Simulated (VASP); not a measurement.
Runs of VASP 6.6.1 on LiF. The structure is that of space group F-43m (No. 216), or close to it. The cells are those of the table. 

```csv
level,cell,smearing,gap on the mesh (eV),largest force (eV/Å)
PBE,"a = 3.038, b = 3.038, c = 3.013 Å, angles 60.3, 60.3, 59.5°, 2 atoms",fermi-dirac 0.02 eV,7.93,-
r2SCAN,"a = 3.038, b = 3.038, c = 3.013 Å, angles 60.3, 60.3, 59.5°, 2 atoms",gaussian 0.01 eV,(b),-
PBE,"a = 3.020, b = 3.020, c = 3.007 Å, angles 60.1, 60.1, 59.7°, 2 atoms",fermi-dirac 0.02 eV,8.01,-
PBE,"a = 3.143 Å, angles 57.7°, 2 atoms",fermi-dirac 0.02 eV,(a),0.01
r2SCAN,"a = 3.020, b = 3.020, c = 3.007 Å, angles 60.1, 60.1, 59.7°, 2 atoms",gaussian 0.01 eV,8.85,-
r2SCAN,"a = 3.143 Å, angles 57.7°, 2 atoms",gaussian 0.01 eV,8.39,0.01
```

Alike in all rows: task single point; potentials or basis VASP PAW PBE potentials, release 64 (Li_sv, F); no spin polarisation; k mesh 10 × 10 × 10; cutoff (eV) 520.

Q: Fill in the values left out.

A: (a) 7.56; (b) 8.77.

Caveats: the PAW data sets were made with another functional, which shifts forces and pressure a little (some runs).

A k mesh can miss the band edges.
